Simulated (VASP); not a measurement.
Set up this calculation in VASP 6.6.1, as the native input.

| Property | Result |
| --- | --- |
| Task | single point |
| Functional | PBEsol |
| Potentials or basis | VASP PAW PBE potentials, release 64 (K_sv, Ta_pv, O) |
| Cutoff | 520 eV |
| k mesh | 8 × 8 × 8 |
| Occupations | gaussian, width 0.05 eV |
| Spin | no spin polarisation |
| Dipole correction | no |
| Further INCAR settings | ALGO = Normal; EDIFF = 1e-06; NBANDS = 27 |

The structure of KTaO3 lies in POSCAR:

```
KTaO3
1.0
    4.0935316661      0.0000000000      0.0000000000
    0.0000000000      4.0935316661      0.0000000000
    0.0000000000      0.0000000000      3.7775110215
K Ta O
1 1 3
Direct
    0.5000000000      0.5000000000      0.5000000000
    0.0000000000      0.0000000000      0.0000000000
    0.5000000000      0.0000000000      0.0000000000
    0.0000000000      0.5000000000      0.0000000000
    0.0000000000      0.0000000000      0.5000000000
```

This cell differs from its parent crystal: volume 12.660 Å^3 an atom, c/a of the conventional cell 0.9228.

One way to write it, as run:

INCAR

```
SYSTEM = KTaO3
ALGO = Normal
EDIFF = 1E-6
ENCUT = 520
GGA = PS
ISIF = 2
ISMEAR = 0
LASPH = .TRUE.
LCHARG = .FALSE.
LREAL = .FALSE.
LWAVE = .FALSE.
NBANDS = 27
NELM = 60
PREC = Accurate
SIGMA = 0.05
```

KPOINTS

```
k-points
0
G
  8 8 8
  0 0 0
```

Potentials or basis: VASP PAW PBE potentials, release 64 (K_sv, Ta_pv, O).

Command:

```sh
$ cat potpaw_PBE.64/K_sv/POTCAR potpaw_PBE.64/Ta_pv/POTCAR potpaw_PBE.64/O/POTCAR > POTCAR
$ mpirun -np 1 vasp_std > vasp.out
```

Results of the run:

```json
{
 "Pressure": "3.4 GPa",
 "Band gap on the k mesh": "1.94 eV, indirect (least direct gap 2.51 eV)"
}
```

Caveat: the PAW data sets were made with another functional, which shifts forces and pressure a little; spin-orbit coupling is left out, which moves the levels of the heavy elements.

It took 2.3 min on 1 thread of Intel Xeon 6975P-C (shared host), peak memory 0.25 GiB.
